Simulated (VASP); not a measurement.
Crystal: NaH.

```
Na H
1.0
     2.96025    0.02786    0.02786
     0.02786    2.96025    0.02786
     0.02786    0.02786    2.96025
Na H
1 1
Direct
  0.00000 0.00000 0.00000
  0.50000 0.50000 0.50000
```

This cell differs from its parent crystal: strain along [111] +2.9%.

Program: VASP 6.6.1. Alike in all runs: task single point; potentials or basis VASP PAW PBE potentials, release 64 (Na_pv, H); no spin polarisation; cell as given; cutoff (eV) 520.

Order these runs on this cell by their band gap on the k mesh, lowest first.
A. level r2SCAN; k mesh 8 × 8 × 8; smearing gaussian 0.01 eV
B. level HSE06; k mesh 6 × 6 × 6; smearing gaussian 0.01 eV; grid for exact exchange (PRECFOCK) Normal; screening parameter 0.2079 1/Å
C. level PBE; k mesh 8 × 8 × 8; smearing fermi-dirac 0.02 eV

C (1.04 eV), A (1.61 eV), B (1.88 eV).

A k mesh can miss the band edges.
